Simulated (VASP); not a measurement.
# CaPtC4N4 (Cmmm) in VASP: a series of runs

Runs on CaPtC4N4. Level: PBE. Tasks: single point, relaxation of cell and atoms.

Program: VASP 6.6.1. These are calculated values, not measurements. Logs are shortened: lines on timing, memory, paths and dates and some standing lists are left out, and cuts for length are marked.

## 1. The cell of the first run

It takes space group Cmmm (No. 65, orthorhombic). Conventional cell: a = 6.825 Å, b = 7.472 Å, c = 7.472 Å, α = 90.00°, β = 90.00°, γ = 90.00°. Ca (site symmetry mmm) has 4 C at 2.11 Å within 2.8 Å. Pt (site symmetry mmm) has 4 N at 2.01 Å within 2.7 Å. Within 1.6 Å of C (site symmetry m) lie 1 N at 1.17 Å. Within 1.6 Å of N (site symmetry m) lie 1 C at 1.17 Å.

## 2. Single point, PBE

The input, INCAR:

```
SYSTEM = CaPtC4N4
PREC = Accurate
ENCUT = 520
EDIFF = 1E-6
ISMEAR = 0
SIGMA = 0.1
LREAL = .False.
LASPH = .True.
NELM = 100
ALGO = Normal
ISIF = 2
LWAVE = .False.
LCHARG = .False.
GGA = PE
NBANDS = 39
```

The input, KPOINTS:

```
Automatic mesh
0
Gamma
  4 4 4
  0 0 0
```

The input, POSCAR:

```
CaPtC4N4
1.0
    3.4125793900     -3.7359986800      0.0000000000
    3.4125793900      3.7359986800      0.0000000000
    0.0000000000      0.0000000000      7.4719973600
Ca Pt C N
1 1 4 4
Direct
    0.0000000000      0.0000000000      0.0000000000
    0.5000000000      0.5000000000      0.5000000000
    0.1992997100      0.8007002900      0.8007002900
    0.8007002900      0.1992997100      0.1992997100
    0.1992997100      0.8007002900      0.1992997100
    0.8007002900      0.1992997100      0.8007002900
    0.3100217700      0.6899782300      0.6899782300
    0.6899782300      0.3100217700      0.3100217700
    0.3100217700      0.6899782300      0.3100217700
    0.6899782300      0.3100217700      0.6899782300
```

Potentials or basis: VASP PAW PBE potentials, release 64 (Ca_sv, Pt, C, N).

Run with:

```bash
cat potpaw_PBE.64/Ca_sv/POTCAR potpaw_PBE.64/Pt/POTCAR potpaw_PBE.64/C/POTCAR potpaw_PBE.64/N/POTCAR > POTCAR
mpirun -np 1 vasp_std > vasp.out
```

OUTCAR:

```text
SYSTEM = CaPtC4N4
   PREC = Accurate
   ENCUT = 520
   EDIFF = 1E-6
   ISMEAR = 0
   LREAL = .False.
   LASPH = .True.
   NELM = 100
   ISIF = 2
   GGA = PE

 ion  position               nearest neighbor table
   1  0.000  0.000  0.000-   3 2.11   4 2.11   5 2.11   6 2.11
   2  0.500  0.500  0.500-   7 2.01   8 2.01   9 2.01  10 2.01
   3  0.199  0.801  0.801-   7 1.17   1 2.11
   4  0.801  0.199  0.199-   8 1.17   1 2.11
   5  0.199  0.801  0.199-   9 1.17   1 2.11
   6  0.801  0.199  0.801-  10 1.17   1 2.11
   7  0.310  0.690  0.690-   3 1.17   2 2.01
   8  0.690  0.310  0.310-   4 1.17   2 2.01
   9  0.310  0.690  0.310-   5 1.17   2 2.01
  10  0.690  0.310  0.690-   6 1.17   2 2.01

  LATTYP: Found a base centered orthorhombic cell.
 ALAT       =     6.8251587800
 B/A-ratio  =     1.0947726787
 C/A-ratio  =     1.0947726787

  Lattice vectors:

 A1 = (   3.4125793900,  -3.7359986800,   0.0000000000)
 A2 = (   3.4125793900,   3.7359986800,   0.0000000000)
 A3 = (   0.0000000000,   0.0000000000,   7.4719973600)

Analysis of symmetry for initial positions (statically):
=====================================================================
 Subroutine PRICEL returns:
 Original cell was already a primitive cell.

 Routine SETGRP: Setting up the symmetry group for a
 base centered orthorhombic supercell.

 Subroutine GETGRP returns: Found  8 space group operations
 (whereof  8 operations were pure point group operations)
 out of a pool of  8 trial point group operations.

The static configuration has the point symmetry D_2h.

Analysis of symmetry for dynamics (positions and initial velocities):
=====================================================================
 Subroutine PRICEL returns:
 Original cell was already a primitive cell.

 Routine SETGRP: Setting up the symmetry group for a
 base centered orthorhombic supercell.

 Subroutine GETGRP returns: Found  8 space group operations
 (whereof  8 operations were pure point group operations)
 out of a pool of  8 trial point group operations.

The dynamic configuration has the point symmetry D_2h.

 Subroutine INISYM returns: Found  8 space group operations
 (whereof  8 operations are pure point group operations),
 and found     1 'primitive' translations

----------------------------------------------------------------------------------------

                                     Primitive cell

  volume of cell :     190.5268
[... 109 lines left out ...]
   POTIM  = 0.5000    time-step for ionic-motion
   TEBEG  =    0.0;   TEEND  =   0.0 temperature during run
   PSTRESS=    0.0 pullay stress
   NELECT =      56.0000    total number of electrons
   NUPDOWN=      -1.0000    fix difference up-down
   EMIN   =  10.00;   EMAX   =-10.00  energy-range for DOS
   EFERMI =   0.00;   METHOD = LEGACY
   ISMEAR =     0;   SIGMA  =   0.10  broadening in eV -4-tet -1-fermi 0-gaus
   EFERMI_NEDOS =   21; number of points for ismear=-14 and -15
   IALGO  =     38    algorithm
   IMIX   =      4    mixing-type and parameters
     AMIX     =   0.40;   BMIX     =  1.00
     AMIX_MAG =   1.60;   BMIX_MAG =  1.00
  volume/ion in A,a.u.               =      19.05       128.57
  Fermi-wavevector in a.u.,A,eV,Ry     =   1.088476  2.056921 16.119905  1.184780
  Thomas-Fermi vector in A             =   2.224658
   LORBIT       =      0    0 simple, 1 ext, 2 COOP (PROOUT), +10 PAW based schemes
   GGA     = PE    functional components
   LHFCALC =     F    Hartree Fock is set to
   AEXX    =    0.0000 exact exchange contribution
   IVDW    =     0    specifies the selected vdW correction
   LEPSILON=     F    determine dielectric tensor
   LRPA    =     F    only Hartree local field effects (RPA)
 non-spin polarized calculation
 Gauss-broadening in eV      SIGMA  =   0.10
  energy-cutoff  :      520.00
  volume of cell :      190.53
 maximum number of plane-waves:      5163
 NGX is ok and might be reduce to    40
   NGX = 19   NGY = 19   NGZ = 27

 number of electron      56.0000003 magnetization

 Free energy of the ion-electron system (eV)
  ---------------------------------------------------
  ext. energy  EPLUGINS =         0.00000000
  ---------------------------------------------------
  free energy    TOTEN  =       -73.17791923 eV

  energy without entropy =      -73.17791923  energy(sigma->0) =      -73.17791923

 E-fermi :  -0.7400     XC(G=0):  -7.6984

 val. band max:       -1.1821509056   @ k =   0.5000   0.5000   0.5000
 cond. band min:       2.2132440722   @ k =   0.0000   0.0000   0.5000
 fundamental gap:      3.3953949778
 Fermi energy:        -0.7399727932

 k-point     1 :       0.0000    0.0000    0.0000
  band No.  band energies     occupation
      1     -38.1591      2.00000
      2     -19.5634      2.00000
      3     -19.5620      2.00000
      4     -19.4529      2.00000
      5     -17.9113      2.00000
      6     -17.6383      2.00000
[... 871 lines left out ...]
     38       5.6069      0.00000
     39       6.0879      0.00000

------------------------ aborting loop because EDIFF is reached ----------------------------------------

  FORCE on cell =-STRESS in cart. coord.  units (eV):
  Direction    XX          YY          ZZ          XY          YZ          ZX
  --------------------------------------------------------------------------------------
  -------------------------------------------------------------------------------------
  Total        1.4230999     16.2773903     16.0253865     -0.0000000      0.0000000      0.0000000
  in kB       11.9671239    136.8797415    134.7605922     -0.0000000      0.0000000      0.0000000
  external PRESSURE =      94.5358192 kB  Pullay stress =       0.0000000 kB

 VOLUME and BASIS-vectors are now :
 -----------------------------------------------------------------------------
  energy-cutoff  :      520.00
  volume of cell :      190.53
      direct lattice vectors                 reciprocal lattice vectors
     3.412579390 -3.735998680  0.000000000     0.146516738 -0.133833024  0.000000000
     3.412579390  3.735998680  0.000000000     0.146516738  0.133833024  0.000000000
     0.000000000  0.000000000  7.471997360     0.000000000  0.000000000  0.133833024

 POSITION                                       TOTAL-FORCE (eV/Angst)
 -----------------------------------------------------------------------------------
      0.00000      0.00000      0.00000         0.000000      0.000000     -0.000000
      3.41258      0.00000      3.73600        -0.000000      0.000000     -0.000000
      3.41258      2.24683      5.98283        -0.000000     -2.914416     -2.856425
      3.41258     -2.24683      1.48917        -0.000000      2.914416      2.856425
      3.41258      2.24683      1.48917        -0.000000     -2.914416      2.856425
      3.41258     -2.24683      5.98283        -0.000000      2.914416     -2.856425
      3.41258      1.41952      5.15552        -0.000000     -1.080595     -1.031314
      3.41258     -1.41952      2.31648        -0.000000      1.080595      1.031314
      3.41258      1.41952      2.31648        -0.000000     -1.080595      1.031314
      3.41258     -1.41952      5.15552        -0.000000      1.080595     -1.031314
 -----------------------------------------------------------------------------------
    total drift:                                0.000000     -0.000000      0.000000

  FREE ENERGIE OF THE ION-ELECTRON SYSTEM (eV)
  ---------------------------------------------------
  free  energy   TOTEN  =       -73.1779192262 eV

  energy  without entropy=      -73.1779192262  energy(sigma->0) =      -73.17791923
```

It took 93 s on 1 thread of Intel Xeon 6975P-C (Granite Rapids), shared host; peak memory 0.38 GiB.

Results:

```yaml
Free_energy: -73.1779 eV
Pressure: 9.5 GPa
Largest_force: 4.081 eV/Å
Band_gap_on_the_k_mesh: 3.40 eV (least direct gap 3.52 eV)
```

Forces in eV/Å, atoms in the order of the input:
```
Ca   0.000  0.000  0.000
Pt   0.000  0.000  0.000
C    0.000 -2.914 -2.856
C    0.000  2.914  2.856
C    0.000 -2.914  2.856
C    0.000  2.914 -2.856
N    0.000 -1.081 -1.031
N    0.000  1.081  1.031
N    0.000 -1.081  1.031
N    0.000  1.081 -1.031
```

Stress tensor (GPa, compression positive):
```
 1.20  0.00  0.00
 0.00 13.69  0.00
 0.00  0.00 13.48
```

Caveat: the cell stands under pressure; spin-orbit coupling is left out, which moves the levels of the heavy elements; forces of over 1 eV/Å act on the atoms, so gaps and moduli don't describe the material at rest. A k mesh can miss the band edges.

## 3. Single point, PBE

This run uses another cell than the first one, of 23.50 Å³/atom.

The input, INCAR:

```
SYSTEM = CaPtC4N4
  ALGO = Normal
  EDIFF = 1E-7
  ENCUT = 520
  GGA = PE
  ISIF = 2
  ISMEAR = 0
  LASPH = .True.
  LCHARG = .True.
  LELF = .True.
  LREAL = .False.
  LVHAR = .True.
  LWAVE = .False.
  NBANDS = 39
  NELM = 80
  PREC = Accurate
  SIGMA = 0.1
```

The input, KPOINTS:

```
k-points
0
Gamma
  4 4 4
  0 0 0
```

The input, POSCAR:

```
CaPtC4N4
1.0
    3.6937981311     -4.0575088785      0.0000000000
    3.6937981311      4.0575088785      0.0000000000
    0.0000000000      0.0000000000      7.8401680996
Ca Pt C N
1 1 4 4
Direct
    0.0000000000      0.0000000000      0.0000000000
    0.5000000000      0.5000000000      0.5000000000
    0.2262642779      0.7737357221      0.7802250178
    0.7737357221      0.2262642779      0.2197749822
    0.2262642779      0.7737357221      0.2197749822
    0.7737357221      0.2262642779      0.7802250178
    0.3296442922      0.6703557078      0.6764221773
    0.6703557078      0.3296442922      0.3235778227
    0.3296442922      0.6703557078      0.3235778227
    0.6703557078      0.3296442922      0.6764221773
```

Potentials or basis: VASP PAW PBE potentials, release 64 (Ca_sv, Pt, C, N).

Run with:

```bash
cat potpaw_PBE.64/Ca_sv/POTCAR potpaw_PBE.64/Pt/POTCAR potpaw_PBE.64/C/POTCAR potpaw_PBE.64/N/POTCAR > POTCAR
mpirun -np 1 vasp_std > vasp.out
```

Wall time 2.2 min (1 thread of Intel Xeon 6975P-C (Granite Rapids), shared host); peak memory 0.44 GiB.

It converged, with:

```
Free energy            : -76.3064 eV
Pressure               : 0.3 GPa
Largest force          : 0.383 eV/Å
Band gap on the k mesh : 3.75 eV (least direct gap 3.82 eV)
```

Forces in eV/Å, atoms in the order of the input:
```
Ca   0.000  0.000  0.000
Pt   0.000  0.000  0.000
C    0.000  0.262  0.245
C    0.000 -0.262 -0.245
C    0.000  0.262 -0.245
C    0.000 -0.262  0.245
N    0.000 -0.284 -0.258
N    0.000  0.284  0.258
N    0.000 -0.284  0.258
N    0.000  0.284 -0.258
```

Stress tensor (GPa, compression positive):
```
0.17 0.00 0.00
0.00 0.39 0.00
0.00 0.00 0.31
```

Levels at points of the mesh, in eV from the valence-band top:
```
           k point  band 25  band 26  band 27  band 28  band 29  band 30  band 31  band 32
(0.00, 0.00, 0.00)    -0.56    -0.32    -0.19    -0.05     4.32     4.35     4.42     4.73
(0.50, 0.00, 0.00)    -0.37    -0.24    -0.13    -0.07     3.75     4.31     4.65     4.77
(0.50, 0.50, 0.00)    -0.55    -0.28    -0.08    -0.03     4.00     4.50     4.69     4.92
(0.00, 0.00, 0.50)    -0.38    -0.24    -0.14    -0.05     3.90     4.03     4.17     4.80
(0.50, 0.00, 0.50)    -0.26    -0.21    -0.19    -0.06     4.32     4.61     4.75     4.83
(0.50, 0.50, 0.50)    -0.32    -0.30    -0.06     0.00     4.14     4.26     4.74     4.89
```

Caveat: spin-orbit coupling is left out, which moves the levels of the heavy elements. A k mesh can miss the band edges.

(Part 1 of 2 ends here.)
